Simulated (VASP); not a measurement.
The system is Rh.

```
CELL_PARAMETERS angstrom
2.66968 0.00000 0.00000
-1.33484 2.31201 0.00000
0.00000 0.00000 4.30716
ATOMIC_POSITIONS crystal
Rh 0.33333 0.66667 0.25000
Rh 0.66667 0.33333 0.75000
```

Base run:

| Quantity | Value |
| --- | --- |
| Program | VASP 6.6.1 |
| Functional | LDA |
| Potentials or basis | VASP PAW LDA potentials, release 64 (Rh_pv) |
| Cutoff | 520 eV |
| k mesh | 15 × 15 × 8 |
| Occupations | fermi-dirac, width 0.1 eV |
| Spin | no spin polarisation |

Its results: band gap on the k mesh zero (band 15 reaches 13.14 eV, above the bottom of band 16 at 10.65 eV); pressure 0.9 GPa.

Q: The run is repeated on the same cell with these changes: potentials or basis from VASP PAW LDA potentials, release 64 (Rh_pv) to VASP PAW LDA potentials, release 64 (Rh_sv_GW); cutoff from 520 eV to 530 eV; further incar settings from ALGO = Normal; EDIFF = 1e-07; NBANDS = 22 to ALGO = Normal; EDIFF = 1e-06; NBANDS = 24; valence electrons from 30 to 34. What comes out?

A: Band gap on the k mesh zero (band 17 reaches 11.98 eV, above the bottom of band 18 at 9.49 eV); pressure -2.0 GPa.
